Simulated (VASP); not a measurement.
# Cu (I4/mmm) in VASP: notebook, part 2 of 2

VASP 6.6.1. The steps go on from the part before.

**4. Single point, PBEsol**

This run uses another cell than the first one, of 12.37 Å³/atom, 1.080 times its volume.

INCAR

```
SYSTEM = Cu
ALGO     = Normal         ! electronic algorithm
EDIFF    = 1E-7           ! SCF threshold, eV
ENCUT    = 520            ! plane-wave cutoff, eV
GGA      = PS             ! functional
ISIF     = 2              ! what is computed and relaxed
ISMEAR   = -1             ! smearing method
LASPH    = .True.         ! aspherical terms in the spheres
LCHARG   = .False.        ! write CHGCAR
LREAL    = .False.        ! projectors in reciprocal space
LWAVE    = .False.        ! write WAVECAR
NBANDS   = 12             ! bands
NELM     = 60             ! most SCF steps
PREC     = Accurate       ! precision mode
SIGMA    = 0.1            ! smearing width, eV
```

KPOINTS

```
k-points
0
Gamma
  14 14 14
  0 0 0
```

POSCAR

```
Cu
1.0
   -1.4802851239      1.4802851239      1.4118397081
    1.4802851239     -1.4802851239      1.4118397081
    1.4802851239      1.4802851239     -1.4118397081
Cu
1
Direct
    0.0000000000      0.0000000000      0.0000000000
```

Potentials or basis: VASP PAW PBE potentials, release 64 (Cu).

Run with:

```bash
$ cat potpaw_PBE.64/Cu/POTCAR > POTCAR
$ mpirun -np 1 vasp_std > vasp.out
```

OUTCAR:

```text
SYSTEM = Cu
   EDIFF = 1E-7
   ENCUT = 520
   GGA = PS
   ISIF = 2
   ISMEAR = -1
   LASPH = .True.
   LREAL = .False.
   NELM = 60
   PREC = Accurate

 ion  position               nearest neighbor table
   1  0.000  0.000  0.000-

  LATTYP: Found a body centered tetragonal cell.
 ALAT       =     2.9605702478
 C/A-ratio  =     0.9537620052

  Lattice vectors:

 A1 = (  -1.4802851239,   1.4802851239,   1.4118397081)
 A2 = (   1.4802851239,  -1.4802851239,   1.4118397081)
 A3 = (   1.4802851239,   1.4802851239,  -1.4118397081)

Analysis of symmetry for initial positions (statically):
=====================================================================
 Subroutine PRICEL returns:
 Original cell was already a primitive cell.

 Routine SETGRP: Setting up the symmetry group for a
 body centered tetragonal supercell.

 Subroutine GETGRP returns: Found 16 space group operations
 (whereof 16 operations were pure point group operations)
 out of a pool of 16 trial point group operations.

The static configuration has the point symmetry D_4h.

Analysis of symmetry for dynamics (positions and initial velocities):
=====================================================================
 Subroutine PRICEL returns:
 Original cell was already a primitive cell.

 Routine SETGRP: Setting up the symmetry group for a
 body centered tetragonal supercell.

 Subroutine GETGRP returns: Found 16 space group operations
 (whereof 16 operations were pure point group operations)
 out of a pool of 16 trial point group operations.

The dynamic configuration has the point symmetry D_4h.

 Subroutine INISYM returns: Found 16 space group operations
 (whereof 16 operations are pure point group operations),
 and found     1 'primitive' translations

----------------------------------------------------------------------------------------

                                     Primitive cell

  volume of cell :      12.3747

  direct lattice vectors                    reciprocal lattice vectors
    -1.480285124  1.480285124  1.411839708     0.000000000  0.337772765  0.354147852
     1.480285124 -1.480285124  1.411839708     0.337772765  0.000000000  0.354147852
     1.480285124  1.480285124 -1.411839708     0.337772765  0.337772765  0.000000000

  length of vectors
     2.525030585  2.525030585  2.525030585     0.489398756  0.489398756  0.477682826

  position of ions in fractional coordinates (direct lattice)
     0.000000000  0.000000000  0.000000000

  ion indices of the primitive-cell ions
   primitive index   ion index
                 1           1

----------------------------------------------------------------------------------------

 KPOINTS: k-points

Automatic generation of k-mesh.
 Grid dimensions read from file:
 generate k-points for:   14   14   14

 Generating k-lattice:

  Cartesian coordinates                     Fractional coordinates (reciprocal lattice)
     0.000000000  0.024126626  0.025296275     0.071428571  0.000000000  0.000000000
     0.024126626  0.000000000  0.025296275     0.000000000  0.071428571  0.000000000
     0.024126626  0.024126626  0.000000000     0.000000000  0.000000000  0.071428571

  Length of vectors
     0.034957054  0.034957054  0.034120202

  Shift w.r.t. Gamma in fractional coordinates (k-lattice)
     0.000000000  0.000000000  0.000000000

 Subroutine IBZKPT returns following result:
 ===========================================

 Found    244 irreducible k-points:

 Following reciprocal coordinates:
            Coordinates               Weight
  0.000000  0.000000  0.000000      1.000000
  0.071429  0.000000  0.000000      8.000000
  0.142857 -0.000000  0.000000      8.000000
  0.214286 -0.000000  0.000000      8.000000
  0.285714 -0.000000  0.000000      8.000000
  0.357143  0.000000  0.000000      8.000000
[... 16 lines left out ...]
  0.214286  0.142857 -0.000000     16.000000
  0.285714  0.142857  0.000000     16.000000
 [... further k-points ...]
   k-points           NKPTS =    244   k-points in BZ     NKDIM =    244   number of bands    NBANDS=     12
   number of dos      NEDOS =    301   number of ions     NIONS =      1
   total plane-waves  NPLWV =   8000
   dimension x,y,z NGX =    20 NGY =   20 NGZ =   20
   dimension x,y,z NGXF=    40 NGYF=   40 NGZF=   40
   ions per type =               1
   NGX,Y,Z   is equivalent  to a cutoff of  13.17, 13.17, 13.17 a.u.
   NGXF,Y,Z  is equivalent  to a cutoff of  26.34, 26.34, 26.34 a.u.
 SYSTEM =  Cu
   PREC   = accura    normal or accurate (medium, high low for compatibility)
   ISTART =      0    job   : 0-new  1-cont  2-samecut
   ICHARG =      2    charge: 1-file 2-atom 10-const
   ISPIN  =      1    spin polarized calculation?
   LNONCOLLINEAR =      F non collinear calculations
   LSORBIT =      F    spin-orbit coupling
   LASPH  =      T    aspherical Exc in radial PAW
   ENCUT  =  520.0 eV  38.22 Ry    6.18 a.u.   4.69  4.69  4.69*2*pi/ulx,y,z
   NELM   =     60;   NELMIN=  2; NELMDL= -5     # of ELM steps
   EDIFF  = 0.1E-06   stopping-criterion for ELM
   LREAL  =      F    real-space projection
   EDIFFG = 0.1E-05   stopping-criterion for IOM
   NSW    =      0    number of steps for IOM
   IBRION =     -1    ionic relax: 0-MD 1-quasi-New 2-CG
   NFREE  =      0    steps in history (QN), initial steepest desc. (CG)
   ISIF   =      2    stress and relaxation
   ISYM   =      2    0-nonsym 1-usesym 2-fastsym
   POTIM  = 0.5000    time-step for ionic-motion
   TEBEG  =    0.0;   TEEND  =   0.0 temperature during run
   PSTRESS=    0.0 pullay stress
   NELECT =      11.0000    total number of electrons
   NUPDOWN=      -1.0000    fix difference up-down
   EMIN   =  10.00;   EMAX   =-10.00  energy-range for DOS
   EFERMI =   0.00;   METHOD = LEGACY
   ISMEAR =    -1;   SIGMA  =   0.10  broadening in eV -4-tet -1-fermi 0-gaus
   EFERMI_NEDOS =   21; number of points for ismear=-14 and -15
   IALGO  =     38    algorithm
   IMIX   =      4    mixing-type and parameters
     AMIX     =   0.40;   BMIX     =  1.00
     AMIX_MAG =   1.60;   BMIX_MAG =  1.00
  volume/ion in A,a.u.               =      12.37        83.51
  Fermi-wavevector in a.u.,A,eV,Ry     =   1.574081  2.974581 33.711567  2.477730
  Thomas-Fermi vector in A             =   2.675269
   LORBIT       =      0    0 simple, 1 ext, 2 COOP (PROOUT), +10 PAW based schemes
   GGA     = PS    functional components
   LHFCALC =     F    Hartree Fock is set to
   AEXX    =    0.0000 exact exchange contribution
   IVDW    =     0    specifies the selected vdW correction
   LEPSILON=     F    determine dielectric tensor
   LRPA    =     F    only Hartree local field effects (RPA)
 non-spin polarized calculation
  energy-cutoff  :      520.00
  volume of cell :       12.37
 maximum number of plane-waves:       346
   NGX =  9   NGY =  9   NGZ =  9

 number of electron      11.0000005 magnetization

 Free energy of the ion-electron system (eV)
  ---------------------------------------------------
  ext. energy  EPLUGINS =         0.00000000
  ---------------------------------------------------
  free energy    TOTEN  =        -4.23716585 eV

  energy without entropy =       -4.22257215  energy(sigma->0) =       -4.22986900

 E-fermi :   6.8348     XC(G=0): -12.6394

 val. band max:        6.8278411247   @ k =   0.5000   0.1429   0.0714
 cond. band min:       6.8436350660   @ k =   0.5000   0.2143   0.0714
 fundamental gap:      0.0157939412
 Fermi energy:         6.8347830946

 k-point     1 :       0.0000    0.0000    0.0000
  band No.  band energies     occupation
      1      -2.1943      2.00000
      2       3.7623      2.00000
      3       3.9365      2.00000
      4       3.9365      2.00000
      5       4.7234      2.00000
      6       4.9102      2.00000
      7      30.9191      0.00000
      8      30.9191      0.00000
      9      32.1519      0.00000
     10      34.0097      0.00000
     11      34.0097      0.00000
     12      34.5871      0.00000

 k-point     2 :       0.0714    0.0000    0.0000
  band No.  band energies     occupation
      1      -2.0009      2.00000
      2       3.7687      2.00000
      3       3.9319      2.00000
      4       3.9648      2.00000
      5       4.7237      2.00000
      6       4.8845      2.00000
      7      29.5563      0.00000
      8      30.3220      0.00000
      9      30.6183      0.00000
     10      32.2125      0.00000
     11      32.7766      0.00000
     12      33.5651      0.00000
[... 316 lines left out ...]
 k-point    24 :       0.2857    0.1429    0.0000
  band No.  band energies     occupation
      1       1.9629      2.00000
      2       3.3086      2.00000
      3       3.8133      2.00000
      4       4.7024      2.00000
      5       5.0583      2.00000
      6       5.9052      1.99982
      7      15.4815      0.00000
      8      19.8990      0.00000
      9      23.8886      0.00000
     10      29.8299      0.00000
     11      33.7467      0.00000
     12      35.2399      0.00000

 [... further k-points ...]
[... 5 lines left out ...]
  --------------------------------------------------------------------------------------
  -------------------------------------------------------------------------------------
  Total       -0.8134803     -0.8134803     -0.8543763      0.0000000     -0.0000000      0.0000000
  in kB     -105.3225826   -105.3225826   -110.6174463      0.0000000     -0.0000000      0.0000000
  external PRESSURE =    -107.0875371 kB  Pullay stress =       0.0000000 kB

 VOLUME and BASIS-vectors are now :
 -----------------------------------------------------------------------------
  energy-cutoff  :      520.00
  volume of cell :       12.37
      direct lattice vectors                 reciprocal lattice vectors
    -1.480285124  1.480285124  1.411839708     0.000000000  0.337772765  0.354147852
     1.480285124 -1.480285124  1.411839708     0.337772765  0.000000000  0.354147852
     1.480285124  1.480285124 -1.411839708     0.337772765  0.337772765  0.000000000

 POSITION                                       TOTAL-FORCE (eV/Angst)
 -----------------------------------------------------------------------------------
      0.00000      0.00000      0.00000        -0.000000      0.000000      0.000000
 -----------------------------------------------------------------------------------
    total drift:                                0.000000     -0.000000      0.000000

  FREE ENERGIE OF THE ION-ELECTRON SYSTEM (eV)
  ---------------------------------------------------
  free  energy   TOTEN  =        -4.2371658492 eV

  energy  without entropy=       -4.2225721516  energy(sigma->0) =       -4.22986900
```

It used 59 s of CPU time on 1 thread of Intel Xeon 8259CL, on a shared host.

Results:

- Free energy: -4.2372 eV
- Pressure: -10.7 GPa

Stress tensor (GPa, compression positive):
```
-10.53   0.00   0.00
  0.00 -10.53   0.00
  0.00   0.00 -11.06
```

Levels at points of the mesh, in eV from the Fermi level:
```
           k point  band 4  band 5  band 6  band 7  band 8  band 9
(0.00, 0.00, 0.00)   -2.90   -2.11   -1.92   24.08   24.08   25.32
(0.50, 0.00, 0.00)   -1.84   -1.33   -0.38    4.26   16.51   16.69
(0.50, 0.50, 0.00)   -1.96   -1.35   -0.72    3.76   17.84   17.93
(0.50, 0.50, 0.50)   -1.51   -1.46    7.39    7.39    9.13   12.79
```

Caveat: the PAW data sets were made with another functional, which shifts forces and pressure a little.

**5. The runs side by side**

| cell | gap on the mesh (eV) | pressure (GPa) |
| --- | --- | --- |
| a = 2.461 Å, angles 108.2, 108.2, 112.0°, 1 atom | none | -0.6 |
| a = 2.493 Å, angles 108.2, 108.2, 112.0°, 1 atom | none | -6.3 |
| a = 2.525 Å, angles 108.2, 108.2, 112.0°, 1 atom | none | -10.7 |

Alike in all rows: task single point; level PBEsol; potentials or basis VASP PAW PBE potentials, release 64 (Cu); no spin polarisation; k mesh 14 × 14 × 14; cutoff (eV) 520; smearing fermi-dirac 0.1 eV.

Caveats: the PAW data sets were made with another functional, which shifts forces and pressure a little.

Total energies depend on the potentials used, so only differences within one code and one set of settings carry meaning.
